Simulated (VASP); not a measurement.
Wanted: the native input for a VASP 6.6.1 run.

* Task: single point
* Functional: PBE
* Potentials or basis: VASP PAW PBE potentials, release 64 (Ga_d, B, As)
* Cutoff: 520 eV
* k mesh: 6 × 6 × 2
* Occupations: gaussian, width 0.1 eV
* Spin: no spin polarisation
* Dipole correction: no
* Further INCAR settings: ALGO = Normal; EDIFF = 1e-06; NBANDS = 34

The structure of Ga3B2As lies in POSCAR:

```
Ga3B2As
1.0
    3.2189702601      0.0000000000      0.0000000000
    0.0000000000      3.2189702601      0.0000000000
    0.0000000000      0.0000000000      8.6180079301
Ga B As
3 2 1
Direct
    0.5000000000      0.5000000000      0.1998397093
    0.5000000000      0.5000000000      0.5000000000
    0.5000000000      0.5000000000      0.8001602907
    0.0000000000      0.0000000000      0.4057136094
    0.0000000000      0.0000000000      0.5942863906
    0.0000000000      0.0000000000      0.0000000000
```

The cell was built from a structure type or drawn by symmetry, and may not be a known phase.

One way to write it, as run:

INCAR

```
PREC = Accurate ; ENCUT = 520
EDIFF = 1E-6 ; ISMEAR = 0
SIGMA = 0.1 ; LREAL = False
LASPH = True ; NELM = 60
ALGO = Normal ; ISIF = 2
LWAVE = False ; LCHARG = True
GGA = PE ; LELF = True
LVHAR = True ; NBANDS = 34
```

KPOINTS

```
regular mesh
0
Gamma
  6 6 2
```

Potentials or basis: VASP PAW PBE potentials, release 64 (Ga_d, B, As).

Launch:

```console
$ cat potpaw_PBE.64/Ga_d/POTCAR potpaw_PBE.64/B/POTCAR potpaw_PBE.64/As/POTCAR > POTCAR
$ mpirun -np 1 vasp_std > vasp.out
```

Results of the run:

- Pressure: 0.1 GPa
- Largest force: 0.038 eV/Å
- Band gap on the k mesh: zero (bands 25 and 26 overlap by 2.78 eV)

Caveat: the k points lie up to 0.36 Å⁻¹ apart, too coarse for converged energies and pressures of a metal.

It took 25 s on 1 thread of Intel(R) Xeon(R) 6975P-C (Granite Rapids), with other jobs on the host, peak memory 0.21 GiB.
